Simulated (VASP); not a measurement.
**P: relaxation of cell and atoms with PBE**

P:

```xyz
1
Lattice="-1.4314 1.4314 1.4314 1.4314 -1.4314 1.4314 1.4314 1.4314 -1.4314" Properties=species:S:1:pos:R:3 pbc="T T T"
P     0.0000    0.0000    0.0000
```

This isn't the form of P at room conditions, which is orthorhombic.

```
Program                : VASP 6.6.1
Task                   : relaxation of cell and atoms
Functional             : PBE
Potentials or basis    : VASP PAW PBE potentials, release 64 (P)
Cutoff                 : 600 eV
k mesh                 : 18 × 18 × 18
Occupations            : fermi-dirac, width 0.08 eV
Spin                   : no spin polarisation
Target pressure        : 27 GPa
Dipole correction      : no
Further INCAR settings : ALGO = Normal; EDIFF = 1e-07; IBRION = 2; EDIFFG = -0.005; NSW = 32; ISIF = 3
```

```yaml
Relaxed_volume: 11.70 Å³/atom
Relaxed_cell: a = 2.477 Å, b = 2.477 Å, c = 2.477 Å, α = 109.47°, β = 109.47°, γ = 109.47°
Space_group_after_relaxing_to_0.1_Å: Im-3m (No. 229)
Energy_change_on_relaxing_the_run_minimises_the_enthalpy: +4.6 meV/atom
Ionic_steps: 3
Pressure_after_relaxing: 27.0 GPa
Band_gap_on_the_k_mesh: zero (an odd number of electrons rules out a gap without spin polarisation)
```

Step by step:
| step | energy change (eV) | largest force (eV/Å) | pressure (GPa) | volume (Å³) |
| --- | --- | --- | --- | --- |
| 1 | 0.0000 | 0.0000 | 26.53 | 11.73 |
| 2 | 0.0099 | 0.0000 | 27.54 | 11.67 |
| 3 | 0.0046 | 0.0000 | 27.01 | 11.70 |

Final structure:
```xyz
1
Lattice="-1.4302 1.4302 1.4302 1.4302 -1.4302 1.4302 1.4302 1.4302 -1.4302" Properties=species:S:1:pos:R:3 pbc="T T T"
P     0.0000    0.0000    0.0000
```

Levels at points of the mesh, in eV from the Fermi level:
```csv
k point,band 1,band 2,band 3,band 4,band 5,band 6
"(0.00, 0.00, 0.00)",-18.78,9.21,9.21,9.21,12.43,12.43
"(0.50, 0.00, 0.00)",-10.75,-9.65,3.12,6.36,7.00,9.01
"(0.50, 0.50, 0.50)",-3.20,-3.20,-3.20,-2.62,1.24,1.24
```

Run time: 9.4 s on 1 thread of Intel(R) Xeon(R) 6975P-C (Granite Rapids) (shared host), peak memory 0.12 GiB.

Caveat: the cell is relaxed towards a set pressure, so the run minimises the enthalpy, not the energy.
